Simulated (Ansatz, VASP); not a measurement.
# TlSbO2 in VASP and in Ansatz

```
Tl Sb O
1.0
     1.75812    1.01505    6.47594
    -1.75812    1.01505    6.47594
     0.00000   -2.03010    6.47594
Tl Sb O
1 1 2
Cartesian
  1.7581 1.0151 6.4759
  0.0000 0.0000 9.7139
  0.0000 0.0000 4.4125
  0.0000 0.0000 15.0153
```

Alike in both runs: task single point; functional r2SCAN; k mesh 8 × 8 × 8; occupations fermi-dirac, width 0.02 eV; no spin polarisation.

|  | VASP | Ansatz |
| --- | --- | --- |
| version | VASP 6.6.1 | Ansatz 0.2.0 |
| potentials or method | VASP PAW PBE potentials, release 64 (Tl_d, Sb, O) | plane waves, PAW |
| plane-wave cutoff (eV) | 520 | 500 |
| valence electrons in the cell | 30 | 40 |

VASP gave:

```
pressure (GPa)                                                : -0.6
traceless stress, the component that is largest in VASP (GPa) : 0.13
rms of the force components (eV/Å)                            : 0.021
```

Q: Estimate Ansatz's values.

A: Pressure (GPa): 0.0; traceless stress, the component that is largest in VASP (GPa): 0.00; rms of the force components (eV/Å): 0.000.

VASP's potentials were made for PBE, not for r2SCAN. Atom by atom the forces differ by 0.021 eV/Å (rms over components). VASP's potentials hold 30 valence electrons a cell and Ansatz's 40, so a difference there can come from the potentials and not from the codes.

Neither program's run includes spin-orbit coupling.
